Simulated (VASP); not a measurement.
Write the native input for VASP 6.6.1 that does the following.

- Task: single point
- Functional: PBE
- Potentials or basis: VASP PAW PBE potentials, release 64 (Al, H)
- Cutoff: 520 eV
- k mesh: 5 × 4 × 1
- Occupations: gaussian, width 0.1 eV
- Spin: no spin polarisation
- Dipole correction: yes
- Further INCAR settings: LREAL = Auto; ALGO = Normal; EDIFF = 1e-07; NBANDS = 40

The structure of Al8H lies in POSCAR:

```
Al8H
1.0
    5.7135165837      0.0000000000      0.0000000000
    0.0000000000      8.0801326415      0.0000000000
    0.0000000000      0.0000000000     22.2432786975
Al H
16 2
Direct
    0.2500000000      0.2500000000      0.1798296040
    0.2500000000      0.7500000000      0.1798296040
    0.7500000000      0.2500000000      0.1798296040
    0.7500000000      0.7500000000      0.1798296040
    0.0000000000      0.0000000000      0.2440458181
    0.0000000000      0.5000000000      0.2440458181
    0.5000000000      0.0000000000      0.2440458181
    0.5000000000      0.5000000000      0.2440458181
    0.2500000000      0.2500000000      0.3102598702
    0.2500000000      0.7500000000      0.3102598702
    0.7500000000      0.2500000000      0.3102598702
    0.7500000000      0.7500000000      0.3102598702
    0.0000000000      0.0000000000      0.3705963860
    0.0000000000      0.5000000000      0.3705963860
    0.5000000000      0.0000000000      0.3705963860
    0.5000000000      0.5000000000      0.3705963860
    0.2500000000      0.2097778880      0.4483726897
    0.2500000000      0.2902221120      0.4483726897
```

The input as run:

INCAR

```
SYSTEM = Al8H
ALGO = Normal
DIPOL = 0.5 0.5 0.295
EDIFF = 1E-7
ENCUT = 520
GGA = PE
IDIPOL = 3
ISIF = 2
ISMEAR = 0
LASPH = .TRUE.
LCHARG = .FALSE.
LDIPOL = .TRUE.
LREAL = Auto
LWAVE = .FALSE.
NBANDS = 40
NELM = 60
PREC = Accurate
SIGMA = 0.1
```

KPOINTS

```
k-points
0
G
  5 4 1
  0 0 0
```

Potentials or basis: VASP PAW PBE potentials, release 64 (Al, H).

Command:

```console
$ cat potpaw_PBE.64/Al/POTCAR potpaw_PBE.64/H/POTCAR > POTCAR
$ mpirun -np 1 vasp_std > vasp.out
```

It gave:

```
Largest force          : 5.096 eV/Å
Band gap on the k mesh : zero (bands 25 and 26 overlap by 0.49 eV)
```

Wall time 21 min on 1 thread of Intel Xeon 8259CL (shared host), peak memory 0.91 GiB.
